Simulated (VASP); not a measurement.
# SnO2 (R-3m) in VASP: notebook, part 2 of 3

VASP 6.6.1.

## Step 3: Single point, r2SCAN (strain +0.000 along x and y, +0.040 along z)

Input file POSCAR:

```
SnO2
1.0
    1.6170930752      0.9336291223      4.9926162874
   -1.6170930752      0.9336291223      4.9926162874
    0.0000000000     -1.8672582446      4.9926162874
Sn O
1 2
Direct
    0.5000000000      0.5000000000      0.5000000000
    0.2371700000      0.2371700000      0.2371700000
    0.7628300000      0.7628300000      0.7628300000
```

Input file INCAR.step1:

```
SYSTEM = SnO2
ALGO = Normal
EDIFF = 1E-4
ENCUT = 520
GGA = PE
ISMEAR = 0
LASPH = .True.
LCHARG = .False.
LREAL = .False.
LWAVE = .True.
NBANDS = 20
NELM = 80
PREC = Accurate
SIGMA = 0.05
```

Input file INCAR.step2:

```
SYSTEM = SnO2
ALGO = Normal
EDIFF = 1E-6
ENCUT = 520
ISIF = 2
ISMEAR = 0
ISTART = 1
LASPH = .True.
LCHARG = .True.
LELF = .True.
LMIXTAU = .True.
LREAL = .False.
LVHAR = .True.
LWAVE = .False.
METAGGA = R2SCAN
NBANDS = 20
NELM = 80
PREC = Accurate
SIGMA = 0.05
```

Input file KPOINTS:

```
k-points
0
Gamma
  12 12 12
  0 0 0
```

Potentials or basis: VASP PAW PBE potentials, release 64 (Sn_d, O).

On the command line:

```sh
$ cat potpaw_PBE.64/Sn_d/POTCAR potpaw_PBE.64/O/POTCAR > POTCAR
$ cp INCAR.step1 INCAR
$ mpirun -np 1 vasp_std > vasp.out
$ cp INCAR.step2 INCAR
$ mpirun -np 1 vasp_std > vasp.out
```

OUTCAR:

```text
SYSTEM = SnO2
   EDIFF = 1E-6
   ENCUT = 520
   ISIF = 2
   ISMEAR = 0
   ISTART = 1
   LASPH = .True.
   LREAL = .False.
   METAGGA = R2SCAN
   NELM = 80
   PREC = Accurate

 ion  position               nearest neighbor table
   1  0.500  0.500  0.500-   2 2.15   2 2.15   3 2.15   3 2.15   2 2.15   3 2.15
   2  0.237  0.237  0.237-   1 2.15   1 2.15   1 2.15
   3  0.763  0.763  0.763-   1 2.15   1 2.15   1 2.15

  LATTYP: Found a trigonal (rhomboedric) cell.
 ALAT       =     5.3303724771
 COS(alpha) =     0.8159291937

  Lattice vectors:

 A1 = (   1.6170930752,   0.9336291223,   4.9926162874)
 A2 = (  -1.6170930752,   0.9336291223,   4.9926162874)
 A3 = (   0.0000000000,  -1.8672582446,   4.9926162874)

Analysis of symmetry for initial positions (statically):
=====================================================================
 Subroutine PRICEL returns:
 Original cell was already a primitive cell.

 Routine SETGRP: Setting up the symmetry group for a
 trigonal (rhombohedral) supercell.

 Subroutine GETGRP returns: Found 12 space group operations
 (whereof 12 operations were pure point group operations)
 out of a pool of 12 trial point group operations.

The static configuration has the point symmetry D_3d.

Analysis of symmetry for dynamics (positions and initial velocities):
=====================================================================
 Subroutine PRICEL returns:
 Original cell was already a primitive cell.

 Routine SETGRP: Setting up the symmetry group for a
 trigonal (rhombohedral) supercell.

 Subroutine GETGRP returns: Found 12 space group operations
 (whereof 12 operations were pure point group operations)
 out of a pool of 12 trial point group operations.

The dynamic configuration has the point symmetry D_3d.

 Subroutine INISYM returns: Found 12 space group operations
 (whereof 12 operations are pure point group operations),
 and found     1 'primitive' translations

----------------------------------------------------------------------------------------

                                     Primitive cell

  volume of cell :      45.2261

  direct lattice vectors                    reciprocal lattice vectors
     1.617093075  0.933629122  4.992616287     0.309196797  0.178514854  0.066765262
    -1.617093075  0.933629122  4.992616287    -0.309196797  0.178514854  0.066765262
     0.000000000 -1.867258245  4.992616287     0.000000000 -0.357029708  0.066765262

  length of vectors
     5.330372477  5.330372477  5.330372477     0.363218685  0.363218685  0.363218685

  position of ions in fractional coordinates (direct lattice)
     0.500000000  0.500000000  0.500000000
     0.237170000  0.237170000  0.237170000
     0.762830000  0.762830000  0.762830000

  ion indices of the primitive-cell ions
   primitive index   ion index
                 1           1
                 2           2
                 3           3

----------------------------------------------------------------------------------------

 KPOINTS: k-points

Automatic generation of k-mesh.
 Grid dimensions read from file:
 generate k-points for:   12   12   12

 Generating k-lattice:

  Cartesian coordinates                     Fractional coordinates (reciprocal lattice)
     0.025766400  0.014876238  0.005563772     0.083333333  0.000000000 -0.000000000
    -0.025766400  0.014876238  0.005563772     0.000000000  0.083333333 -0.000000000
     0.000000000 -0.029752476  0.005563772    -0.000000000 -0.000000000  0.083333333

  Length of vectors
     0.030268224  0.030268224  0.030268224

  Shift w.r.t. Gamma in fractional coordinates (k-lattice)
     0.000000000  0.000000000  0.000000000

 Subroutine IBZKPT returns following result:
 ===========================================

 Found    189 irreducible k-points:

 Following reciprocal coordinates:
            Coordinates               Weight
  0.000000  0.000000  0.000000      1.000000
  0.083333  0.000000 -0.000000      6.000000
  0.166667  0.000000 -0.000000      6.000000
  0.250000  0.000000  0.000000      6.000000
  0.333333  0.000000 -0.000000      6.000000
  0.416667  0.000000  0.000000      6.000000
[... 16 lines left out ...]
  0.500000  0.166667 -0.000000     12.000000
 -0.416667  0.166667  0.000000     12.000000
 [... further k-points ...]
   k-points           NKPTS =    189   k-points in BZ     NKDIM =    189   number of bands    NBANDS=     20
   number of dos      NEDOS =    301   number of ions     NIONS =      3
   total plane-waves  NPLWV =  64000
   dimension x,y,z NGX =    40 NGY =   40 NGZ =   40
   dimension x,y,z NGXF=    80 NGYF=   80 NGZF=   80
   ions per type =               1   2
   NGX,Y,Z   is equivalent  to a cutoff of  12.48, 12.48, 12.48 a.u.
   NGXF,Y,Z  is equivalent  to a cutoff of  24.95, 24.95, 24.95 a.u.
 SYSTEM =  SnO2
   PREC   = accura    normal or accurate (medium, high low for compatibility)
   ISTART =      1    job   : 0-new  1-cont  2-samecut
   ICHARG =      0    charge: 1-file 2-atom 10-const
   ISPIN  =      1    spin polarized calculation?
   LNONCOLLINEAR =      F non collinear calculations
   LSORBIT =      F    spin-orbit coupling
   LASPH  =      T    aspherical Exc in radial PAW
   ENCUT  =  520.0 eV  38.22 Ry    6.18 a.u.   9.91  9.91  9.91*2*pi/ulx,y,z
   NELM   =     80;   NELMIN=  2; NELMDL=  0     # of ELM steps
   EDIFF  = 0.1E-05   stopping-criterion for ELM
   LREAL  =      F    real-space projection
   EDIFFG = 0.1E-04   stopping-criterion for IOM
   NSW    =      0    number of steps for IOM
   IBRION =     -1    ionic relax: 0-MD 1-quasi-New 2-CG
   NFREE  =      0    steps in history (QN), initial steepest desc. (CG)
   ISIF   =      2    stress and relaxation
   ISYM   =      2    0-nonsym 1-usesym 2-fastsym
   POTIM  = 0.5000    time-step for ionic-motion
   TEBEG  =    0.0;   TEEND  =   0.0 temperature during run
   PSTRESS=    0.0 pullay stress
   NELECT =      26.0000    total number of electrons
   NUPDOWN=      -1.0000    fix difference up-down
   EMIN   =  10.00;   EMAX   =-10.00  energy-range for DOS
   EFERMI =   0.00;   METHOD = LEGACY
   ISMEAR =     0;   SIGMA  =   0.05  broadening in eV -4-tet -1-fermi 0-gaus
   EFERMI_NEDOS =   21; number of points for ismear=-14 and -15
   IALGO  =     38    algorithm
   IMIX   =      4    mixing-type and parameters
     AMIX     =   0.40;   BMIX     =  1.00
     AMIX_MAG =   1.60;   BMIX_MAG =  1.00
  volume/ion in A,a.u.               =      15.08       101.73
  Fermi-wavevector in a.u.,A,eV,Ry     =   1.361245  2.572380 25.211436  1.852988
  Thomas-Fermi vector in A             =   2.487838
   LORBIT       =      0    0 simple, 1 ext, 2 COOP (PROOUT), +10 PAW based schemes
   METAGGA = R2SCAN    functional components
   LHFCALC =     F    Hartree Fock is set to
   AEXX    =    0.0000 exact exchange contribution
   IVDW    =     0    specifies the selected vdW correction
   LEPSILON=     F    determine dielectric tensor
   LRPA    =     F    only Hartree local field effects (RPA)
 non-spin polarized calculation
 Gauss-broadening in eV      SIGMA  =   0.05
  energy-cutoff  :      520.00
  volume of cell :       45.23
 maximum number of plane-waves:      1244
   NGX = 19   NGY = 19   NGZ = 19

 number of electron      25.9999999 magnetization

 Free energy of the ion-electron system (eV)
  ---------------------------------------------------
  ext. energy  EPLUGINS =         0.00000000
  ---------------------------------------------------
  free energy    TOTEN  =       -41.54181415 eV

  energy without entropy =      -41.54181415  energy(sigma->0) =      -41.54181415

 E-fermi :   2.6814     XC(G=0): -10.4464

 val. band max:        2.3924455982   @ k =  -0.1667   0.1667   0.0000
 cond. band min:       4.8224525560   @ k =   0.0000   0.0000   0.0000
 fundamental gap:      2.4300069579
 Fermi energy:         2.6813705064

 k-point     1 :       0.0000    0.0000    0.0000
  band No.  band energies     occupation
      1     -18.1021      2.00000
      2     -17.9433      2.00000
      3     -17.9433      2.00000
      4     -17.7448      2.00000
      5     -17.7448      2.00000
      6     -16.2471      2.00000
[... 12 lines left out ...]
     19      20.3149      0.00000
     20      20.3907      0.00000
[... 507 lines left out ...]
 k-point    24 :      -0.4167    0.1667    0.0000
  band No.  band energies     occupation
      1     -18.6698      2.00000
      2     -18.0571      2.00000
      3     -17.8463      2.00000
      4     -17.7141      2.00000
      5     -17.6914      2.00000
      6     -14.7910      2.00000
[... 12 lines left out ...]
     19      16.1333      0.00000
     20      17.3443      0.00000

 [... further k-points ...]
[... 5 lines left out ...]
  --------------------------------------------------------------------------------------
  -------------------------------------------------------------------------------------
  Total       -2.5107083     -2.5107083     -2.7286096      0.0000000      0.0000000      0.0000000
  in kB      -88.9442742    -88.9442742    -96.6636394      0.0000000      0.0000000      0.0000000
  external PRESSURE =     -91.5173959 kB  Pullay stress =       0.0000000 kB

 VOLUME and BASIS-vectors are now :
 -----------------------------------------------------------------------------
  energy-cutoff  :      520.00
  volume of cell :       45.23
      direct lattice vectors                 reciprocal lattice vectors
     1.617093075  0.933629122  4.992616287     0.309196797  0.178514854  0.066765262
    -1.617093075  0.933629122  4.992616287    -0.309196797  0.178514854  0.066765262
     0.000000000 -1.867258245  4.992616287     0.000000000 -0.357029708  0.066765262

 POSITION                                       TOTAL-FORCE (eV/Angst)
 -----------------------------------------------------------------------------------
      0.00000      0.00000      7.48892         0.000000      0.000000      0.000000
      0.00000      0.00000      3.55230        -0.000000      0.000000     -1.090530
      0.00000      0.00000     11.42555        -0.000000      0.000000      1.090530
 -----------------------------------------------------------------------------------
    total drift:                               -0.000000      0.000000      0.000000

  FREE ENERGIE OF THE ION-ELECTRON SYSTEM (eV)
  ---------------------------------------------------
  free  energy   TOTEN  =       -41.5418141499 eV

  energy  without entropy=      -41.5418141499  energy(sigma->0) =      -41.54181415
```

Wall time 32 min (1 thread of Intel Xeon 8259CL, shared host); peak memory 0.37 GiB.

What came out:

* Free energy: -41.5418 eV
* Pressure: -9.2 GPa
* Largest force: 1.091 eV/Å
* Band gap on the k mesh: 2.43 eV (least direct gap 2.54 eV)

Forces in eV/Å, atoms in the order of the input:
```
Sn   0.000  0.000  0.000
O    0.000  0.000 -1.091
O    0.000  0.000  1.091
```

Caveat: the cell differs from its parent crystal (strain +0.000 along x and y, +0.040 along z); the cell stands under tension; the PAW data sets were made with another functional, which shifts forces and pressure a little; spin-orbit coupling is left out, which moves the levels of the heavy elements. A k mesh can miss the band edges.

(Continued in part 3 of 3.)
